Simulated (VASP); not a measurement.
# Si (Fd-3m) in VASP: a series of runs

Runs on Si. Level: LDA. Tasks: single point, relaxation of cell and atoms.

Program: VASP 6.6.1. These are calculated values, not measurements. Logs are shortened: lines on timing, memory, paths and dates and some standing lists are left out, and cuts for length are marked.

### 1 The cell of the first run

Symmetry: Fd-3m, No. 227, cubic system. The conventional cell has a = 5.402 Å, b = 5.402 Å, c = 5.402 Å, α = 90.00°, β = 90.00°, γ = 90.00°. Within 3.1 Å of Si (site symmetry -43m) lie 4 Si at 2.34 Å.

### 2 Single point, LDA

INCAR reads:

```
SYSTEM = Si
PREC = Accurate
ENCUT = 520
EDIFF = 1E-6
ISMEAR = 0
SIGMA = 0.01
LREAL = .False.
LASPH = .True.
NELM = 80
ALGO = Normal
ISIF = 2
LWAVE = .False.
LCHARG = .True.
LELF = .True.
LVHAR = .True.
NBANDS = 11
```

KPOINTS reads:

```
Automatic mesh
0
Gamma
  12 12 12
  0 0 0
```

POSCAR reads:

```
Si
1.0
    0.0000000000      2.7009841766      2.7009841766
    2.7009841766      0.0000000000      2.7009841766
    2.7009841766      2.7009841766      0.0000000000
Si
2
Direct
    0.7500000000      0.7500000000      0.7500000000
    0.5000000000      0.5000000000      0.5000000000
```

Potentials or basis: VASP PAW LDA potentials, release 64 (Si).

The run is started by

```
$ cat potpaw_LDA.64/Si/POTCAR > POTCAR
$ mpirun -np 1 vasp_std > vasp.out
```

OUTCAR:

```text
SYSTEM = Si
   PREC = Accurate
   ENCUT = 520
   EDIFF = 1E-6
   ISMEAR = 0
   LREAL = .False.
   LASPH = .True.
   NELM = 80
   ISIF = 2

 ion  position               nearest neighbor table
   1  0.750  0.750  0.750-   2 2.34   2 2.34   2 2.34   2 2.34
   2  0.500  0.500  0.500-   1 2.34   1 2.34   1 2.34   1 2.34

  LATTYP: Found a face centered cubic cell.
 ALAT       =     5.4019683532

  Lattice vectors:

 A1 = (   0.0000000000,   2.7009841766,   2.7009841766)
 A2 = (   2.7009841766,   0.0000000000,   2.7009841766)
 A3 = (   2.7009841766,   2.7009841766,   0.0000000000)

Analysis of symmetry for initial positions (statically):
=====================================================================
 Subroutine PRICEL returns:
 Original cell was already a primitive cell.

 Routine SETGRP: Setting up the symmetry group for a
 face centered cubic supercell.

 Subroutine GETGRP returns: Found 48 space group operations
 (whereof 24 operations were pure point group operations)
 out of a pool of 48 trial point group operations.

The static configuration has the point symmetry T_d .
 The point group associated with its full space group is O_h .

Analysis of symmetry for dynamics (positions and initial velocities):
=====================================================================
 Subroutine PRICEL returns:
 Original cell was already a primitive cell.

 Routine SETGRP: Setting up the symmetry group for a
 face centered cubic supercell.

 Subroutine GETGRP returns: Found 48 space group operations
 (whereof 24 operations were pure point group operations)
 out of a pool of 48 trial point group operations.

The dynamic configuration has the point symmetry T_d .
 The point group associated with its full space group is O_h .

 Subroutine INISYM returns: Found 48 space group operations
 (whereof 24 operations are pure point group operations),
 and found     1 'primitive' translations

----------------------------------------------------------------------------------------

                                     Primitive cell

  volume of cell :      39.4091

  direct lattice vectors                    reciprocal lattice vectors
     0.000000000  2.700984177  2.700984177    -0.185117708  0.185117708  0.185117708
     2.700984177  0.000000000  2.700984177     0.185117708 -0.185117708  0.185117708
     2.700984177  2.700984177  0.000000000     0.185117708  0.185117708 -0.185117708

  length of vectors
     3.819768454  3.819768454  3.819768454     0.320633276  0.320633276  0.320633276

  position of ions in fractional coordinates (direct lattice)
     0.750000000  0.750000000  0.750000000
     0.500000000  0.500000000  0.500000000

  ion indices of the primitive-cell ions
   primitive index   ion index
                 1           1
                 2           2

----------------------------------------------------------------------------------------

 KPOINTS: Automatic mesh

Automatic generation of k-mesh.
 Grid dimensions read from file:
 generate k-points for:   12   12   12

 Generating k-lattice:

  Cartesian coordinates                     Fractional coordinates (reciprocal lattice)
    -0.015426476  0.015426476  0.015426476     0.083333333  0.000000000  0.000000000
     0.015426476 -0.015426476  0.015426476     0.000000000  0.083333333  0.000000000
     0.015426476  0.015426476 -0.015426476     0.000000000  0.000000000  0.083333333

  Length of vectors
     0.026719440  0.026719440  0.026719440

  Shift w.r.t. Gamma in fractional coordinates (k-lattice)
     0.000000000  0.000000000  0.000000000

 Subroutine IBZKPT returns following result:
 ===========================================

 Found     72 irreducible k-points:

 Following reciprocal coordinates:
            Coordinates               Weight
  0.000000  0.000000  0.000000      1.000000
  0.083333  0.000000  0.000000      8.000000
  0.166667  0.000000  0.000000      8.000000
  0.250000  0.000000  0.000000      8.000000
  0.333333  0.000000  0.000000      8.000000
  0.416667  0.000000  0.000000      8.000000
[... 16 lines left out ...]
  0.500000  0.166667  0.000000     24.000000
 -0.416667  0.166667  0.000000     24.000000
 [... further k-points ...]
   k-points           NKPTS =     72   k-points in BZ     NKDIM =     72   number of bands    NBANDS=     11
   number of dos      NEDOS =    301   number of ions     NIONS =      2
   total plane-waves  NPLWV =  21952
   dimension x,y,z NGX =    28 NGY =   28 NGZ =   28
   dimension x,y,z NGXF=    56 NGYF=   56 NGZF=   56
   ions per type =               2
   NGX,Y,Z   is equivalent  to a cutoff of  12.19, 12.19, 12.19 a.u.
   NGXF,Y,Z  is equivalent  to a cutoff of  24.37, 24.37, 24.37 a.u.
 SYSTEM =  Si
   PREC   = accura    normal or accurate (medium, high low for compatibility)
   ISTART =      0    job   : 0-new  1-cont  2-samecut
   ICHARG =      2    charge: 1-file 2-atom 10-const
   ISPIN  =      1    spin polarized calculation?
   LNONCOLLINEAR =      F non collinear calculations
   LSORBIT =      F    spin-orbit coupling
   LASPH  =      T    aspherical Exc in radial PAW
   ENCUT  =  520.0 eV  38.22 Ry    6.18 a.u.   7.10  7.10  7.10*2*pi/ulx,y,z
   NELM   =     80;   NELMIN=  2; NELMDL= -5     # of ELM steps
   EDIFF  = 0.1E-05   stopping-criterion for ELM
   LREAL  =      F    real-space projection
[... 7 lines left out ...]
   TEBEG  =    0.0;   TEEND  =   0.0 temperature during run
   PSTRESS=    0.0 pullay stress
   NELECT =       8.0000    total number of electrons
   NUPDOWN=      -1.0000    fix difference up-down
   EMIN   =  10.00;   EMAX   =-10.00  energy-range for DOS
   EFERMI =   0.00;   METHOD = LEGACY
   ISMEAR =     0;   SIGMA  =   0.01  broadening in eV -4-tet -1-fermi 0-gaus
   EFERMI_NEDOS =   21; number of points for ismear=-14 and -15
   IALGO  =     38    algorithm
   IMIX   =      4    mixing-type and parameters
     AMIX     =   0.40;   BMIX     =  1.00
     AMIX_MAG =   1.60;   BMIX_MAG =  1.00
  volume/ion in A,a.u.               =      19.70       132.97
  Fermi-wavevector in a.u.,A,eV,Ry     =   0.962143  1.818186 12.595164  0.925718
  Thomas-Fermi vector in A             =   2.091576
   LORBIT       =      0    0 simple, 1 ext, 2 COOP (PROOUT), +10 PAW based schemes
   GGA     = CA    functional components
   LHFCALC =     F    Hartree Fock is set to
   AEXX    =    0.0000 exact exchange contribution
   IVDW    =     0    specifies the selected vdW correction
   LEPSILON=     F    determine dielectric tensor
   LRPA    =     F    only Hartree local field effects (RPA)
 non-spin polarized calculation
 Gauss-broadening in eV      SIGMA  =   0.01
  energy-cutoff  :      520.00
  volume of cell :       39.41
 maximum number of plane-waves:      1074
   NGX = 15   NGY = 15   NGZ = 15

 number of electron       8.0000001 magnetization

 Free energy of the ion-electron system (eV)
  ---------------------------------------------------
  ext. energy  EPLUGINS =         0.00000000
  ---------------------------------------------------
  free energy    TOTEN  =       -11.91974458 eV

  energy without entropy =      -11.91974458  energy(sigma->0) =      -11.91974458

 E-fermi :   6.0026     XC(G=0):  -9.6657

 val. band max:        5.9329877304   @ k =   0.0000   0.0000   0.0000
 cond. band min:       6.3751053168   @ k =   0.4167   0.4167   0.0000
 fundamental gap:      0.4421175864
 Fermi energy:         6.0025785777

 k-point     1 :       0.0000    0.0000    0.0000
  band No.  band energies     occupation
      1      -6.1334      2.00000
      2       5.9330      2.00000
      3       5.9330      2.00000
      4       5.9330      2.00000
      5       8.4640      0.00000
      6       8.4640      0.00000
      7       8.4640      0.00000
      8       9.3251      0.00000
      9      13.6691      0.00000
     10      13.6691      0.00000
     11      13.6786      0.00000

 k-point     2 :       0.0833    0.0000    0.0000
  band No.  band energies     occupation
      1      -6.0412      2.00000
      2       5.0641      2.00000
      3       5.7864      2.00000
      4       5.7864      2.00000
      5       8.5099      0.00000
      6       8.6790      0.00000
      7       8.6790      0.00000
      8       9.9806      0.00000
      9      13.3827      0.00000
     10      13.3827      0.00000
     11      14.0777      0.00000

 k-point     3 :       0.1667    0.0000    0.0000
  band No.  band energies     occupation
      1      -5.7671      2.00000
      2       3.5252      2.00000
      3       5.4756      2.00000
      4       5.4756      2.00000
      5       8.2465      0.00000
      6       9.1189      0.00000
      7       9.1189      0.00000
      8      11.3899      0.00000
      9      12.9963      0.00000
     10      12.9963      0.00000
     11      14.8474      0.00000

 k-point     4 :       0.2500    0.0000    0.0000
  band No.  band energies     occupation
      1      -5.3219      2.00000
      2       1.9612      2.00000
      3       5.1639      2.00000
      4       5.1639      2.00000
      5       7.9170      0.00000
      6       9.4089      0.00000
      7       9.4089      0.00000
      8      12.8282      0.00000
      9      13.1028      0.00000
     10      13.1028      0.00000
     11      14.7633      0.00000
[... 239 lines left out ...]
 k-point    22 :       0.4167    0.1667    0.0000
  band No.  band energies     occupation
      1      -4.1960      2.00000
      2       0.2075      2.00000
      3       3.4573      2.00000
      4       4.0757      2.00000
      5       7.8564      0.00000
      6      10.1632      0.00000
      7      10.8005      0.00000
      8      10.9220      0.00000
      9      15.7174      0.00000
     10      16.1363      0.00000
     11      16.7638      0.00000

 k-point    23 :       0.5000    0.1667    0.0000
  band No.  band energies     occupation
      1      -3.5976      2.00000
      2      -0.7468      2.00000
      3       3.1068      2.00000
      4       4.1322      2.00000
      5       7.8887      0.00000
      6      10.0076      0.00000
      7      10.5199      0.00000
      8      12.3085      0.00000
      9      15.2525      0.00000
     10      16.4132      0.00000
     11      17.6680      0.00000

 k-point    24 :      -0.4167    0.1667    0.0000
  band No.  band energies     occupation
      1      -3.4790      2.00000
      2      -0.9116      2.00000
      3       2.8877      2.00000
      4       4.3204      2.00000
      5       8.0415      0.00000
      6       9.9519      0.00000
      7      10.2903      0.00000
      8      13.8666      0.00000
      9      14.4239      0.00000
     10      14.7070      0.00000
     11      17.0300      0.00000

 [... further k-points ...]

------------------------ aborting loop because EDIFF is reached ----------------------------------------

  FORCE on cell =-STRESS in cart. coord.  units (eV):
  Direction    XX          YY          ZZ          XY          YZ          ZX
  --------------------------------------------------------------------------------------
  -------------------------------------------------------------------------------------
  Total        0.0113538      0.0113538      0.0113538     -0.0000000     -0.0000000     -0.0000000
  in kB        0.4615890      0.4615890      0.4615890     -0.0000000     -0.0000000     -0.0000000
  external PRESSURE =       0.4615890 kB  Pullay stress =       0.0000000 kB

 VOLUME and BASIS-vectors are now :
 -----------------------------------------------------------------------------
  energy-cutoff  :      520.00
  volume of cell :       39.41
      direct lattice vectors                 reciprocal lattice vectors
     0.000000000  2.700984177  2.700984177    -0.185117708  0.185117708  0.185117708
     2.700984177  0.000000000  2.700984177     0.185117708 -0.185117708  0.185117708
     2.700984177  2.700984177  0.000000000     0.185117708  0.185117708 -0.185117708

 POSITION                                       TOTAL-FORCE (eV/Angst)
 -----------------------------------------------------------------------------------
      4.05148      4.05148      4.05148        -0.000000     -0.000000     -0.000000
      2.70098      2.70098      2.70098         0.000000      0.000000      0.000000
 -----------------------------------------------------------------------------------
    total drift:                                0.000000      0.000000     -0.000000

  FREE ENERGIE OF THE ION-ELECTRON SYSTEM (eV)
  ---------------------------------------------------
  free  energy   TOTEN  =       -11.9197445794 eV

  energy  without entropy=      -11.9197445794  energy(sigma->0) =      -11.91974458
```

Run time: 14 s. Hardware: 1 thread of Intel Xeon Platinum 8488C (Sapphire Rapids), shared host; peak memory 0.14 GiB.

What came out:

| Property | Result |
| --- | --- |
| Free energy | -11.9197 eV |
| Pressure | 0.0 GPa |
| Band gap on the k mesh | 0.44 eV, indirect (least direct gap 2.53 eV) |

Levels at points of the mesh, in eV from the valence-band top:
```tsv
k point	band 2	band 3	band 4	band 5	band 6	band 7
(0.00, 0.00, 0.00)	0.00	0.00	0.00	2.53	2.53	2.53
(0.50, 0.00, 0.00)	-7.06	-1.21	-1.21	1.49	3.29	3.29
(0.50, 0.50, 0.00)	-7.87	-2.89	-2.89	0.57	0.57	10.11
```

### 3 Relaxation of cell and atoms, LDA

INCAR reads:

```
SYSTEM = Si
PREC = Accurate ; ENCUT = 600
EDIFF = 1E-7 ; ISMEAR = 0
SIGMA = 0.01 ; LREAL = .FALSE.
LASPH = .TRUE. ; NELM = 60
ALGO = Normal ; ISIF = 3
LWAVE = .FALSE. ; LCHARG = .FALSE.
GGA = CA ; IBRION = 2
NSW = 80 ; EDIFFG = -0.001
```

KPOINTS reads:

```
Automatic mesh
0
G
  12 12 12
  0 0 0
```

POSCAR is that of step 2.

Potentials or basis: VASP PAW LDA potentials, release 64 (Si).

The run is started by

```
$ cat potpaw_LDA.64/Si/POTCAR > POTCAR
$ mpirun -np 1 vasp_std > vasp.out
```

It took 17 s on 1 thread of Intel Xeon Platinum 8488C (Sapphire Rapids), shared host; peak memory 0.15 GiB.

Results (log left out):

```
Free energy                            : -11.9199 eV
Relaxed volume                         : 19.72 Å³/atom
Relaxed cell                           : a = 3.820 Å, b = 3.820 Å, c = 3.820 Å, α = 60.00°, β = 60.00°, γ = 60.00°
Space group after relaxing (to 0.05 Å) : Fd-3m (No. 227)
Energy gained by relaxing              : 0.0 meV/atom
Ionic steps                            : 3
Pressure after relaxing                : 0.0 GPa
Band gap on the k mesh                 : 0.44 eV, indirect (least direct gap 2.53 eV)
```

Final structure:
```xyz
2
Lattice="0.0000 2.7015 2.7015 2.7015 0.0000 2.7015 2.7015 2.7015 0.0000" Properties=species:S:1:pos:R:3 pbc="T T T"
Si    4.0522    4.0522    4.0522
Si    2.7015    2.7015    2.7015
```

Levels at points of the mesh, in eV from the valence-band top:
```
           k point  band 1  band 2  band 3  band 4  band 5  band 6  band 7  band 8
(0.00, 0.00, 0.00)  -12.06    0.00    0.00    0.00    2.53    2.53    2.53    3.39
(0.50, 0.00, 0.00)   -9.69   -7.06   -1.21   -1.21    1.48    3.29    3.29    7.54
(0.50, 0.50, 0.00)   -7.86   -7.86   -2.89   -2.89    0.58    0.58   10.11   10.11
```

A k mesh can miss the band edges. A hybrid or GW would open this gap; LDA tends to underestimate it.

### 4 Single point, LDA

INCAR reads:

```
  PREC = Accurate
  ENCUT = 520
  EDIFF = 1E-6
  ISMEAR = 0
  SIGMA = 0.02
  LREAL = False
  LASPH = True
  NELM = 100
  ALGO = Normal
  ISIF = 2
  LWAVE = False
  LCHARG = False
  NBANDS = 11
```

KPOINTS reads:

```
Automatic mesh
0
Gamma
  12 12 12
```

POSCAR reads:

```
Si
1.0
    0.0000000000      2.7009841764      2.7009841764
    2.7009841764      0.0000000000      2.7009841764
    2.7009841764      2.7009841764      0.0000000000
Si
2
Direct
    0.7500000000      0.7500000000      0.7500000000
    0.5000000000      0.5000000000      0.5000000000
```

The run is started by

```
$ cat potpaw_LDA.64/Si/POTCAR > POTCAR
$ mpirun -np 1 vasp_std > vasp.out
```

Run time: 52 s. Hardware: 1 thread of AMD EPYC 7R13, shared host; peak memory 0.12 GiB.

Results (log left out):

```yaml
Free_energy: -11.9197 eV
Pressure: 0.0 GPa
Band_gap_on_the_k_mesh: 0.44 eV, indirect (least direct gap 2.53 eV)
```

Levels at points of the mesh, in eV from the valence-band top:
| k point | band 1 | band 2 | band 3 | band 4 | band 5 | band 6 | band 7 | band 8 |
| --- | --- | --- | --- | --- | --- | --- | --- | --- |
| (0.00, 0.00, 0.00) | -12.07 | 0.00 | 0.00 | 0.00 | 2.53 | 2.53 | 2.53 | 3.39 |
| (0.50, 0.00, 0.00) | -9.69 | -7.06 | -1.21 | -1.21 | 1.49 | 3.29 | 3.29 | 7.54 |
| (0.50, 0.50, 0.00) | -7.87 | -7.87 | -2.89 | -2.89 | 0.57 | 0.57 | 10.11 | 10.11 |

A k mesh can miss the band edges. LDA gaps usually lie below the measured ones, often by a third to a half.

### 5 Overview

| task | cell | cutoff (eV) | smearing | gap on the mesh (eV) | pressure (GPa) |
| --- | --- | --- | --- | --- | --- |
| single point | as given | 520 | gaussian 0.01 eV | 0.44 | 0.0 |
| relaxation of cell and atoms | relaxed | 600 | gaussian 0.01 eV | 0.44 | 0.0 |
| single point | as given | 520 | gaussian 0.02 eV | 0.44 | 0.0 |

Alike in all rows: level LDA; potentials or basis VASP PAW LDA potentials, release 64 (Si); no spin polarisation; k mesh 12 × 12 × 12.

Total energies depend on the potentials used, so only differences within one code and one set of settings carry meaning.
